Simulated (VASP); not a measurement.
# SnS2 in VASP: single point with PBEsol

Aim: the single point of SnS2 with PBEsol.

Everything below comes from runs of VASP 6.6.1. Logs are shortened: lines on timing, memory, paths and dates and some standing lists are left out, and cuts for length are marked.

### 1 The cell of the first run

The cell holds a slab with vacuum, 21 atoms: a = 6.324 Å, b = 7.074 Å, c = 26.339 Å, α = 90.00°, β = 90.00°, γ = 116.55°.

### 2 Single point, PBEsol

Input file INCAR:

```
PREC = Accurate ; ENCUT = 400
EDIFF = 1E-6 ; ISMEAR = 0
SIGMA = 0.05 ; LREAL = False
LASPH = True ; NELM = 120
ALGO = Normal ; ISIF = 2
LWAVE = False ; LCHARG = False
LDIPOL = True ; IDIPOL = 3
DIPOL = 0.5 0.5 0.500 ; GGA = PS
NBANDS = 107 ; GGA_COMPAT = False
NELMDL = -8
```

Input file KPOINTS:

```
Automatic mesh
0
Gamma
  5 4 1
```

Input file POSCAR:

```
SnS2
1.0
    6.3242618826      0.0000000000      0.0000000000
   -3.1621309413      6.3279951017      0.0000000000
    0.0000000000      0.0000000000     26.3385551397
S Sn
14 7
Direct
    0.0135507999      0.6937682665      0.2847536609
    0.9032141633      0.1397616598      0.3170405869
    0.4719332815      0.6105332296      0.3511212863
    0.3615966448      0.0565266230      0.3834082122
    0.9303157630      0.5272981928      0.4174889117
    0.8199791264      0.9732915861      0.4497758376
    0.3886982446      0.4440631559      0.4838565370
    0.2783616080      0.8900565493      0.5161434630
    0.8470807262      0.3608281191      0.5502241624
    0.7367440896      0.8068215124      0.5825110883
    0.3054632078      0.2775930822      0.6165917878
    0.1951265711      0.7235864756      0.6488787137
    0.7638456893      0.1943580453      0.6829594131
    0.6535090527      0.6403514387      0.7152463391
    0.4583824816      0.9167649631      0.3008971239
    0.9167649631      0.8335299263      0.3672647493
    0.3751474447      0.7502948894      0.4336323746
    0.8335299263      0.6670598526      0.5000000000
    0.2919124079      0.5838248157      0.5663676254
    0.7502948894      0.5005897789      0.6327352507
    0.2086773710      0.4173547420      0.6991028761
```

Potentials or basis: VASP PAW PBE potentials, release 64 (S, Sn_d).

On the command line:

```
cat potpaw_PBE.64/S/POTCAR potpaw_PBE.64/Sn_d/POTCAR > POTCAR
mpirun -np 1 vasp_std > vasp.out
```

OUTCAR:

```text
PREC = Accurate
   ENCUT = 400
   EDIFF = 1E-6
   ISMEAR = 0
   LREAL = False
   LASPH = True
   NELM = 120
   ISIF = 2
   GGA = PS
   NELMDL = -8

 ion  position               nearest neighbor table
   1  0.014  0.694  0.285-  15 2.57  16 2.57
   2  0.903  0.140  0.317-  16 2.57  15 2.57
   3  0.472  0.611  0.351-  17 2.57  15 2.57  16 2.57
   4  0.362  0.057  0.383-  15 2.57  16 2.57  17 2.57
   5  0.930  0.527  0.417-  18 2.57  16 2.57  17 2.57
   6  0.820  0.973  0.450-  16 2.57  18 2.57  17 2.57
   7  0.389  0.444  0.484-  17 2.57  18 2.57  19 2.57
   8  0.278  0.890  0.516-  19 2.57  18 2.57  17 2.57
   9  0.847  0.361  0.550-  20 2.57  18 2.57  19 2.57
  10  0.737  0.807  0.583-  18 2.57  20 2.57  19 2.57
  11  0.305  0.278  0.617-  20 2.57  21 2.57  19 2.57
  12  0.195  0.724  0.649-  19 2.57  21 2.57  20 2.57
  13  0.764  0.194  0.683-  20 2.57  21 2.57
  14  0.654  0.640  0.715-  21 2.57  20 2.57
  15  0.458  0.917  0.301-   3 2.57   4 2.57   1 2.57   2 2.57  17 3.65  16 3.65  16 3.65
  16  0.917  0.834  0.367-   6 2.57   2 2.57   5 2.57   3 2.57   4 2.57   1 2.57  17 3.65  18 3.65
                            17 3.65  15 3.65  15 3.65
  17  0.375  0.750  0.434-   3 2.57   7 2.57   5 2.57   4 2.57   6 2.57   8 2.57  16 3.65  15 3.65
                            16 3.65  18 3.65  18 3.65  19 3.65
  18  0.834  0.667  0.500-   5 2.57  10 2.57   9 2.57   6 2.57   8 2.57   7 2.57  20 3.65  16 3.65
                            19 3.65  17 3.65  17 3.65  19 3.65
  19  0.292  0.584  0.566-  11 2.57  12 2.57  10 2.57   9 2.57   8 2.57   7 2.57  20 3.65  21 3.65
                            20 3.65  18 3.65  18 3.65  17 3.65
  20  0.750  0.501  0.633-  11 2.57  10 2.57   9 2.57  13 2.57  12 2.57  14 2.57  19 3.65  18 3.65
                            19 3.65  21 3.65  21 3.65
  21  0.209  0.417  0.699-  11 2.57  12 2.57  13 2.57  14 2.57  19 3.65  20 3.65  20 3.65

  LATTYP: Found a base centered orthorhombic cell.
 ALAT       =     6.3242618826
 B/A-ratio  =     2.0011806023
 C/A-ratio  =     4.1646844531

  Lattice vectors:

 A1 = (   3.1621309413,  -6.3279951017,   0.0000000000)
 A2 = (   3.1621309413,   6.3279951017,   0.0000000000)
 A3 = (   0.0000000000,   0.0000000000,  26.3385551397)

Analysis of symmetry for initial positions (statically):
=====================================================================
 Subroutine PRICEL returns:
 Original cell was already a primitive cell.

 Routine SETGRP: Setting up the symmetry group for a
 base centered orthorhombic supercell.

 Subroutine GETGRP returns: Found  2 space group operations
 (whereof  1 operations were pure point group operations)
 out of a pool of  8 trial point group operations.

The static configuration has the point symmetry C_1 .
 The point group associated with its full space group is S_2 .

Analysis of symmetry for dynamics (positions and initial velocities):
=====================================================================
 Subroutine PRICEL returns:
 Original cell was already a primitive cell.

 Routine SETGRP: Setting up the symmetry group for a
 base centered orthorhombic supercell.

 Subroutine GETGRP returns: Found  2 space group operations
 (whereof  1 operations were pure point group operations)
 out of a pool of  8 trial point group operations.

The dynamic configuration has the point symmetry C_1 .
 The point group associated with its full space group is S_2 .

 Subroutine INISYM returns: Found  2 space group operations
 (whereof  1 operations are pure point group operations),
 and found     1 'primitive' translations

----------------------------------------------------------------------------------------

                                     Primitive cell

  volume of cell :    1054.0663

  direct lattice vectors                    reciprocal lattice vectors
     6.324261883  0.000000000  0.000000000     0.158121219  0.079013968  0.000000000
    -3.162130941  6.327995102  0.000000000     0.000000000  0.158027935  0.000000000
     0.000000000  0.000000000 26.338555140     0.000000000  0.000000000  0.037967155

  length of vectors
     6.324261883  7.074079028 26.338555140     0.176764043  0.158027935  0.037967155

[... 78 lines left out ...]
|     classes:                                                                |
|                                                                             |
|        The reciprocal lattice is base centered orthorhombic,                |
|        whereas your k-lattice is simple monoclinic.                         |
|                                                                             |
|     Results are often still useful ...                                      |
|                                                                             |
 -----------------------------------------------------------------------------

 WARNING: IBZKPT: internal override: KBLOWUP is changed to .FALSE.
      ... skipping the blow-up phase ...

 Subroutine IBZKPT returns following result:
 ===========================================

 Found     11 irreducible k-points:

 Following reciprocal coordinates:
            Coordinates               Weight
  0.000000  0.000000  0.000000      1.000000
  0.200000  0.000000  0.000000      2.000000
  0.400000  0.000000  0.000000      2.000000
  0.000000  0.250000  0.000000      2.000000
  0.200000  0.250000  0.000000      2.000000
  0.400000  0.250000  0.000000      2.000000
 -0.400000  0.250000  0.000000      2.000000
 -0.200000  0.250000  0.000000      2.000000
  0.000000  0.500000  0.000000      1.000000
  0.200000  0.500000  0.000000      2.000000
  0.400000  0.500000  0.000000      2.000000
   k-points           NKPTS =     11   k-points in BZ     NKDIM =     11   number of bands    NBANDS=    107
   number of dos      NEDOS =    301   number of ions     NIONS =     21
   total plane-waves  NPLWV = 362880
   dimension x,y,z NGX =    42 NGY =   48 NGZ =  180
   dimension x,y,z NGXF=    84 NGYF=   96 NGZF=  360
   ions per type =              14   7
   NGX,Y,Z   is equivalent  to a cutoff of  11.04, 11.28, 11.36 a.u.
   NGXF,Y,Z  is equivalent  to a cutoff of  22.08, 22.56, 22.72 a.u.
 SYSTEM =  unknown system
   PREC   = accura    normal or accurate (medium, high low for compatibility)
   ISTART =      0    job   : 0-new  1-cont  2-samecut
   ICHARG =      2    charge: 1-file 2-atom 10-const
   ISPIN  =      1    spin polarized calculation?
   LNONCOLLINEAR =      F non collinear calculations
   LSORBIT =      F    spin-orbit coupling
   LASPH  =      T    aspherical Exc in radial PAW
   ENCUT  =  400.0 eV  29.40 Ry    5.42 a.u.  10.31 11.54 42.95*2*pi/ulx,y,z
   NELM   =    120;   NELMIN=  2; NELMDL= -8     # of ELM steps
   EDIFF  = 0.1E-05   stopping-criterion for ELM
   LREAL  =      F    real-space projection
   EDIFFG = 0.1E-04   stopping-criterion for IOM
   NSW    =      0    number of steps for IOM
[... 5 lines left out ...]
   TEBEG  =    0.0;   TEEND  =   0.0 temperature during run
   PSTRESS=    0.0 pullay stress
   NELECT =     182.0000    total number of electrons
   NUPDOWN=      -1.0000    fix difference up-down
   EMIN   =  10.00;   EMAX   =-10.00  energy-range for DOS
   EFERMI =   0.00;   METHOD = LEGACY
   ISMEAR =     0;   SIGMA  =   0.05  broadening in eV -4-tet -1-fermi 0-gaus
   EFERMI_NEDOS =   21; number of points for ismear=-14 and -15
   IALGO  =     38    algorithm
   IMIX   =      4    mixing-type and parameters
     AMIX     =   0.40;   BMIX     =  1.00
     AMIX_MAG =   1.60;   BMIX_MAG =  1.00
  volume/ion in A,a.u.               =      50.19       338.72
  Fermi-wavevector in a.u.,A,eV,Ry     =   0.911610  1.722694 11.306900  0.831034
  Thomas-Fermi vector in A             =   2.035910
   LORBIT       =      0    0 simple, 1 ext, 2 COOP (PROOUT), +10 PAW based schemes
   GGA     = PS    functional components
   LHFCALC =     F    Hartree Fock is set to
   AEXX    =    0.0000 exact exchange contribution
   IVDW    =     0    specifies the selected vdW correction
   LEPSILON=     F    determine dielectric tensor
   LRPA    =     F    only Hartree local field effects (RPA)
 non-spin polarized calculation
 Gauss-broadening in eV      SIGMA  =   0.05
  energy-cutoff  :      400.00
  volume of cell :     1054.07
 maximum number of plane-waves:     19215
 NGX is ok and might be reduce to    42
   NGX = 21   NGY = 23   NGZ = 85

 number of electron     181.9999969 magnetization

 dipolmoment           0.000000      0.000000      0.000000 electrons x Angstroem

 Free energy of the ion-electron system (eV)
  ---------------------------------------------------
  ext. energy  EPLUGINS =         0.00000000
  ---------------------------------------------------
  free energy    TOTEN  =       -95.68919767 eV

  energy without entropy =      -95.68919444  energy(sigma->0) =      -95.68919605

 E-fermi :  -0.6377     XC(G=0):  -5.0165

 val. band max:       -0.7774581143   @ k =   0.0000   0.0000   0.0000
 cond. band min:      -0.5071362200   @ k =   0.0000   0.0000   0.0000
 fundamental gap:      0.2703218943
 Fermi energy:        -0.6376610686

 k-point     1 :       0.0000    0.0000    0.0000
  band No.  band energies     occupation
      1     -22.2732      2.00000
      2     -22.2730      2.00000
      3     -22.2300      2.00000
      4     -22.2296      2.00000
      5     -22.1776      2.00000
      6     -22.1773      2.00000
[... 1155 lines left out ...]
    102       3.1630      0.00000
    103       3.6304      0.00000
 [bands above 103 left out]

------------------------ aborting loop because EDIFF is reached ----------------------------------------

 vacuum level on the upper side and lower side of the slab       (xc-potential included)        -0.089        -0.089

  FORCE on cell =-STRESS in cart. coord.  units (eV):
  Direction    XX          YY          ZZ          XY          YZ          ZX
  --------------------------------------------------------------------------------------
  -------------------------------------------------------------------------------------
  Total      -10.8377598     -3.8641588     -3.7011335     -5.9997213      0.1335828     -1.8464493
  in kB      -16.4733596     -5.8735088     -5.6257109     -9.1195568      0.2030454     -2.8065969
  external PRESSURE =      -9.3241931 kB  Pullay stress =       0.0000000 kB

 VOLUME and BASIS-vectors are now :
 -----------------------------------------------------------------------------
  energy-cutoff  :      400.00
  volume of cell :     1054.07
      direct lattice vectors                 reciprocal lattice vectors
     6.324261883  0.000000000  0.000000000     0.158121219  0.079013968  0.000000000
    -3.162130941  6.327995102  0.000000000     0.000000000  0.158027935  0.000000000
     0.000000000  0.000000000 26.338555140     0.000000000  0.000000000  0.037967155

 POSITION                                       TOTAL-FORCE (eV/Angst)
 -----------------------------------------------------------------------------------
     -2.10809      4.39016      7.50000         0.997185      0.682473     -0.068017
      5.27022      0.88441      8.35039        -0.959451     -0.493861     -0.459897
      1.05404      3.86345      9.24803         0.026495     -0.041169     -0.416029
      2.10809      0.35770     10.09842        -0.029913      0.150751     -0.325502
      4.21617      3.33674     10.99605         0.021928      0.040974      0.083735
      2.10809      6.15898     11.84645        -0.046465     -0.069987      0.038730
[... 13 lines left out ...]
      3.16213      3.16773     16.66533        -0.038676     -0.199862      0.568286
      0.00000      2.64102     18.41336         0.032759      0.473368     -1.618638
 -----------------------------------------------------------------------------------
    total drift:                               -0.000007     -0.000194      0.000012

  FREE ENERGIE OF THE ION-ELECTRON SYSTEM (eV)
  ---------------------------------------------------
  free  energy   TOTEN  =       -95.6891976654 eV

  energy  without entropy=      -95.6891944421  energy(sigma->0) =      -95.68919605

 vacuum level on the upper side and lower side of the slab         4.637         4.637
```

Wall time 56 min (1 thread of Oxide Virtual Turin-like, shared host); peak memory 1.1 GiB.

Results:

| Item | Value |
| --- | --- |
| Free energy | -95.6892 eV |
| Largest force | 1.687 eV/Å |
| Band gap on the k mesh | 0.27 eV |

Forces in eV/Å, atoms in the order of the input:
```
S    0.997  0.682 -0.068
S   -0.959 -0.494 -0.460
S    0.026 -0.041 -0.416
S   -0.030  0.151 -0.326
S    0.022  0.041  0.084
S   -0.046 -0.070  0.039
S   -0.039 -0.066 -0.037
S    0.039  0.066  0.037
S    0.046  0.070 -0.039
S   -0.022 -0.041 -0.084
S    0.030 -0.151  0.326
S   -0.026  0.041  0.416
S    0.959  0.494  0.460
S   -0.997 -0.682  0.068
Sn  -0.033 -0.473  1.619
Sn   0.039  0.200 -0.568
Sn  -0.030 -0.025  0.158
Sn   0.000  0.000  0.000
Sn   0.030  0.025 -0.158
Sn  -0.039 -0.200  0.568
Sn   0.033  0.473 -1.619
```

Caveat: semilocal functionals underestimate gaps, and a narrow one can read as zero; the PAW data sets were made with another functional, which shifts forces and pressure a little; spin-orbit coupling is left out, which moves the levels of the heavy elements.
